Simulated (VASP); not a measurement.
# NaF (Pm-3m) in VASP: single point with PBEsol

Aim: the single point of NaF with PBEsol.

All numbers are computed with VASP 6.6.1; they aren't measurements. Logs are shortened: lines on timing, memory, paths and dates and some standing lists are left out, and cuts for length are marked.

## (1) The cell of the first run

The structure is cubic, space group Pm-3m (No. 221). The conventional cell has a = 2.927 Å, b = 2.927 Å, c = 2.927 Å, α = 90.00°, β = 90.00°, γ = 90.00°. Na (site symmetry m-3m) has 8 F at 2.54 Å and 6 Na at 2.93 Å within 3.3 Å. F (site symmetry m-3m) has 8 Na at 2.54 Å and 6 F at 2.93 Å within 3.3 Å.

## (2) Single point, PBEsol

Contents of INCAR:

```
ALGO = Normal
EDIFF = 1E-7
ENCUT = 520
GGA = PS
ISIF = 2
ISMEAR = 0
LASPH = T
LCHARG = T
LELF = T
LREAL = F
LVHAR = T
LWAVE = F
NBANDS = 14
NELM = 80
PREC = Accurate
SIGMA = 0.05
```

Contents of KPOINTS:

```
k-points
0
Gamma
  10 10 10
```

Contents of POSCAR:

```
NaF
1.0
   -0.9757248584      1.9514497168      1.9514497168
    1.9514497168     -0.9757248584      1.9514497168
    1.9514497168      1.9514497168     -0.9757248584
Na F
1 1
Direct
    0.0000000000      0.0000000000      0.0000000000
    0.5000000000      0.5000000000      0.5000000000
```

Potentials or basis: VASP PAW PBE potentials, release 64 (Na_pv, F).

The run is started by

```console
$ cat potpaw_PBE.64/Na_pv/POTCAR potpaw_PBE.64/F/POTCAR > POTCAR
$ mpirun -np 1 vasp_std > vasp.out
```

OUTCAR:

```text
EDIFF = 1E-7
   ENCUT = 520
   GGA = PS
   ISIF = 2
   ISMEAR = 0
   LASPH = T
   LREAL = F
   NELM = 80
   PREC = Accurate

 ion  position               nearest neighbor table
   1  0.000  0.000  0.000-
   2  0.500  0.500  0.500-

  LATTYP: Found a simple cubic cell.
 ALAT       =     2.9271745752

  Lattice vectors:

 A1 = (  -0.9757248584,   1.9514497168,   1.9514497168)
 A2 = (   1.9514497168,  -0.9757248584,   1.9514497168)
 A3 = (   1.9514497168,   1.9514497168,  -0.9757248584)

Analysis of symmetry for initial positions (statically):
=====================================================================
 Subroutine PRICEL returns:
 Original cell was already a primitive cell.

 Routine SETGRP: Setting up the symmetry group for a
 simple cubic supercell.

 Subroutine GETGRP returns: Found 48 space group operations
 (whereof 48 operations were pure point group operations)
 out of a pool of 48 trial point group operations.

The static configuration has the point symmetry O_h .

Analysis of symmetry for dynamics (positions and initial velocities):
=====================================================================
 Subroutine PRICEL returns:
 Original cell was already a primitive cell.

 Routine SETGRP: Setting up the symmetry group for a
 simple cubic supercell.

 Subroutine GETGRP returns: Found 48 space group operations
 (whereof 48 operations were pure point group operations)
 out of a pool of 48 trial point group operations.

The dynamic configuration has the point symmetry O_h .

 Subroutine INISYM returns: Found 48 space group operations
 (whereof 48 operations are pure point group operations),
 and found     1 'primitive' translations

----------------------------------------------------------------------------------------

                                     Primitive cell

  volume of cell :      25.0811

  direct lattice vectors                    reciprocal lattice vectors
    -0.975724858  1.951449717  1.951449717    -0.113875454  0.227750908  0.227750908
     1.951449717 -0.975724858  1.951449717     0.227750908 -0.113875454  0.227750908
     1.951449717  1.951449717 -0.975724858     0.227750908  0.227750908 -0.113875454

  length of vectors
     2.927174575  2.927174575  2.927174575     0.341626362  0.341626362  0.341626362

  position of ions in fractional coordinates (direct lattice)
     0.000000000  0.000000000  0.000000000
     0.500000000  0.500000000  0.500000000

  ion indices of the primitive-cell ions
   primitive index   ion index
                 1           1
                 2           2

----------------------------------------------------------------------------------------

 KPOINTS: k-points

Automatic generation of k-mesh.
 Grid dimensions read from file:
 generate k-points for:   10   10   10

 Generating k-lattice:

  Cartesian coordinates                     Fractional coordinates (reciprocal lattice)
    -0.011387545  0.022775091  0.022775091     0.100000000  0.000000000  0.000000000
     0.022775091 -0.011387545  0.022775091     0.000000000  0.100000000  0.000000000
     0.022775091  0.022775091 -0.011387545     0.000000000  0.000000000  0.100000000

  Length of vectors
     0.034162636  0.034162636  0.034162636

  Shift w.r.t. Gamma in fractional coordinates (k-lattice)
     0.000000000  0.000000000  0.000000000

 Subroutine IBZKPT returns following result:
 ===========================================

 Found     56 irreducible k-points:

 Following reciprocal coordinates:
            Coordinates               Weight
  0.000000  0.000000  0.000000      1.000000
  0.100000  0.000000  0.000000      6.000000
  0.200000  0.000000  0.000000      6.000000
  0.300000  0.000000  0.000000      6.000000
  0.400000  0.000000  0.000000      6.000000
  0.500000  0.000000  0.000000      3.000000
[... 16 lines left out ...]
  0.200000  0.100000  0.100000     24.000000
  0.300000  0.100000  0.100000     24.000000
 [... further k-points ...]
   k-points           NKPTS =     56   k-points in BZ     NKDIM =     56   number of bands    NBANDS=     14
   number of dos      NEDOS =    301   number of ions     NIONS =      2
   total plane-waves  NPLWV =  13824
   dimension x,y,z NGX =    24 NGY =   24 NGZ =   24
   dimension x,y,z NGXF=    48 NGYF=   48 NGZF=   48
   ions per type =               1   1
   NGX,Y,Z   is equivalent  to a cutoff of  13.63, 13.63, 13.63 a.u.
   NGXF,Y,Z  is equivalent  to a cutoff of  27.26, 27.26, 27.26 a.u.
 SYSTEM =  unknown system
   PREC   = accura    normal or accurate (medium, high low for compatibility)
   ISTART =      0    job   : 0-new  1-cont  2-samecut
   ICHARG =      2    charge: 1-file 2-atom 10-const
   ISPIN  =      1    spin polarized calculation?
   LNONCOLLINEAR =      F non collinear calculations
   LSORBIT =      F    spin-orbit coupling
   LASPH  =      T    aspherical Exc in radial PAW
   ENCUT  =  520.0 eV  38.22 Ry    6.18 a.u.   5.44  5.44  5.44*2*pi/ulx,y,z
   NELM   =     80;   NELMIN=  2; NELMDL= -5     # of ELM steps
   EDIFF  = 0.1E-06   stopping-criterion for ELM
   LREAL  =      F    real-space projection
   EDIFFG = 0.1E-05   stopping-criterion for IOM
   NSW    =      0    number of steps for IOM
   IBRION =     -1    ionic relax: 0-MD 1-quasi-New 2-CG
   NFREE  =      0    steps in history (QN), initial steepest desc. (CG)
   ISIF   =      2    stress and relaxation
   ISYM   =      2    0-nonsym 1-usesym 2-fastsym
   POTIM  = 0.5000    time-step for ionic-motion
   TEBEG  =    0.0;   TEEND  =   0.0 temperature during run
   PSTRESS=    0.0 pullay stress
   NELECT =      14.0000    total number of electrons
   NUPDOWN=      -1.0000    fix difference up-down
   EMIN   =  10.00;   EMAX   =-10.00  energy-range for DOS
   EFERMI =   0.00;   METHOD = LEGACY
   ISMEAR =     0;   SIGMA  =   0.05  broadening in eV -4-tet -1-fermi 0-gaus
   EFERMI_NEDOS =   21; number of points for ismear=-14 and -15
   IALGO  =     38    algorithm
   IMIX   =      4    mixing-type and parameters
     AMIX     =   0.40;   BMIX     =  1.00
     AMIX_MAG =   1.60;   BMIX_MAG =  1.00
  volume/ion in A,a.u.               =      12.54        84.63
  Fermi-wavevector in a.u.,A,eV,Ry     =   1.347935  2.547227 24.720809  1.816928
  Thomas-Fermi vector in A             =   2.475645
   LORBIT       =      0    0 simple, 1 ext, 2 COOP (PROOUT), +10 PAW based schemes
   GGA     = PS    functional components
   LHFCALC =     F    Hartree Fock is set to
   AEXX    =    0.0000 exact exchange contribution
   IVDW    =     0    specifies the selected vdW correction
   LEPSILON=     F    determine dielectric tensor
   LRPA    =     F    only Hartree local field effects (RPA)
 non-spin polarized calculation
 Gauss-broadening in eV      SIGMA  =   0.05
  energy-cutoff  :      520.00
  volume of cell :       25.08
 maximum number of plane-waves:       695
 NGX is ok and might be reduce to    24
   NGX = 11   NGY = 11   NGZ = 11

 number of electron      14.0000000 magnetization

 Free energy of the ion-electron system (eV)
  ---------------------------------------------------
  ext. energy  EPLUGINS =         0.00000000
  ---------------------------------------------------
  free energy    TOTEN  =        -8.44140659 eV

  energy without entropy =       -8.44140659  energy(sigma->0) =       -8.44140659

 E-fermi :  -1.0915     XC(G=0):  -9.3981

 val. band max:       -1.4426220872   @ k =   0.5000   0.5000   0.0000
 cond. band min:       3.7339760788   @ k =   0.0000   0.0000   0.0000
 fundamental gap:      5.1765981660
 Fermi energy:        -1.0914796576

 k-point     1 :       0.0000    0.0000    0.0000
  band No.  band energies     occupation
      1     -21.5922      2.00000
      2     -21.5922      2.00000
      3     -21.5922      2.00000
      4     -20.8739      2.00000
      5      -1.7319      2.00000
      6      -1.7319      2.00000
      7      -1.7319      2.00000
      8       3.7340      0.00000
      9      13.4968      0.00000
     10      13.4968      0.00000
     11      20.3411      0.00000
     12      20.3411      0.00000
     13      20.3411      0.00000
     14      27.8204      0.00000

 k-point     2 :       0.1000    0.0000    0.0000
  band No.  band energies     occupation
      1     -21.6494      2.00000
      2     -21.5903      2.00000
      3     -21.5903      2.00000
      4     -20.8112      2.00000
      5      -1.9747      2.00000
      6      -1.7208      2.00000
      7      -1.7208      2.00000
      8       4.0517      0.00000
      9      13.2565      0.00000
     10      13.6697      0.00000
     11      20.3322      0.00000
     12      20.3322      0.00000
     13      20.6737      0.00000
     14      26.7936      0.00000

 k-point     3 :       0.2000    0.0000    0.0000
  band No.  band energies     occupation
      1     -21.7716      2.00000
      2     -21.5853      2.00000
      3     -21.5853      2.00000
      4     -20.6730      2.00000
      5      -2.5329      2.00000
      6      -1.6915      2.00000
      7      -1.6915      2.00000
      8       4.8663      0.00000
      9      12.5406      0.00000
     10      14.1875      0.00000
     11      20.3128      0.00000
     12      20.3128      0.00000
     13      21.7140      0.00000
     14      24.7199      0.00000
[... 324 lines left out ...]
 k-point    23 :       0.2000    0.1000    0.1000
  band No.  band energies     occupation
      1     -21.7706      2.00000
      2     -21.6129      2.00000
      3     -21.6005      2.00000
      4     -20.6201      2.00000
      5      -2.4992      2.00000
      6      -1.8979      2.00000
      7      -1.8270      2.00000
      8       5.3746      0.00000
      9      12.7648      0.00000
     10      13.8133      0.00000
     11      18.9500      0.00000
     12      21.2720      0.00000
     13      22.6571      0.00000
     14      22.8142      0.00000

 k-point    24 :       0.3000    0.1000    0.1000
  band No.  band energies     occupation
      1     -21.8672      2.00000
      2     -21.6039      2.00000
      3     -21.5940      2.00000
      4     -20.5120      2.00000
      5      -3.0412      2.00000
      6      -1.8423      2.00000
      7      -1.7842      2.00000
      8       6.4021      0.00000
      9      11.6790      0.00000
     10      14.4689      0.00000
     11      19.0979      0.00000
     12      20.1725      0.00000
     13      22.0129      0.00000
     14      22.5268      0.00000

 [... further k-points ...]
[... 5 lines left out ...]
  --------------------------------------------------------------------------------------
  -------------------------------------------------------------------------------------
  Total       -0.7592026     -0.7592026     -0.7592026      0.0000000      0.0000000      0.0000000
  in kB      -48.4978380    -48.4978380    -48.4978380      0.0000000      0.0000000      0.0000000
  external PRESSURE =     -48.4978380 kB  Pullay stress =       0.0000000 kB

 VOLUME and BASIS-vectors are now :
 -----------------------------------------------------------------------------
  energy-cutoff  :      520.00
  volume of cell :       25.08
      direct lattice vectors                 reciprocal lattice vectors
    -0.975724858  1.951449717  1.951449717    -0.113875454  0.227750908  0.227750908
     1.951449717 -0.975724858  1.951449717     0.227750908 -0.113875454  0.227750908
     1.951449717  1.951449717 -0.975724858     0.227750908  0.227750908 -0.113875454

 POSITION                                       TOTAL-FORCE (eV/Angst)
 -----------------------------------------------------------------------------------
      0.00000      0.00000      0.00000         0.000000     -0.000000      0.000000
      1.46359      1.46359      1.46359        -0.000000      0.000000     -0.000000
 -----------------------------------------------------------------------------------
    total drift:                               -0.000000     -0.000000      0.000000

  FREE ENERGIE OF THE ION-ELECTRON SYSTEM (eV)
  ---------------------------------------------------
  free  energy   TOTEN  =        -8.4414065893 eV

  energy  without entropy=       -8.4414065893  energy(sigma->0) =       -8.44140659
```

Run time: 5.4 s. Hardware: 1 thread of Intel Xeon 6975P-C (Granite Rapids), shared host; peak memory 0.14 GiB.

What came out:

* Free energy: -8.4414 eV
* Pressure: -4.8 GPa
* Band gap on the k mesh: 5.18 eV, indirect (least direct gap 5.47 eV)

Caveat: the PAW data sets were made with another functional, which shifts forces and pressure a little. A k mesh can miss the band edges.
